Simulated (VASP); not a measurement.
AlN, 4 atoms in the cell. Symmetry: P6_3mc, No. 186, hexagonal system. Conventional cell: a = 3.116 Å, b = 3.116 Å, c = 4.996 Å, α = 90.00°, β = 90.00°, γ = 120.00°. Within 2.5 Å of Al (site symmetry 3m) lie 4 N at 1.89 to 1.91 Å. Within 2.5 Å of N (site symmetry 3m) lie 4 Al at 1.89 to 1.91 Å. 

```yaml
Program: VASP 6.6.1
Task: phonons
Functional: r2SCAN
Potentials_or_basis: VASP PAW PBE potentials, release 64 (Al, N)
Cutoff: 520 eV
k_mesh: 8 × 8 × 4
Occupations: gaussian, width 0.01 eV
Spin: no spin polarisation
Dipole_correction: no
Further_INCAR_settings: ALGO = Normal; EDIFF = 1e-08; IBRION = 6; POTIM = 0.015; NSW = 1
```

Potentials or basis: VASP PAW PBE potentials, release 64 (Al, N).

The run is started by

```bash
$ cat potpaw_PBE.64/Al/POTCAR potpaw_PBE.64/N/POTCAR > POTCAR
$ mpirun -np 1 vasp_std > vasp.out
```

Hardware: 1 thread of Intel Xeon 8259CL, with other jobs on the host.

Task: Estimate the wall time of this run.

Result: Wall time 14 min on 1 thread of Intel Xeon 8259CL, on a shared host, peak memory 0.25 GiB. Counts: scf iterations 136, k points 30.
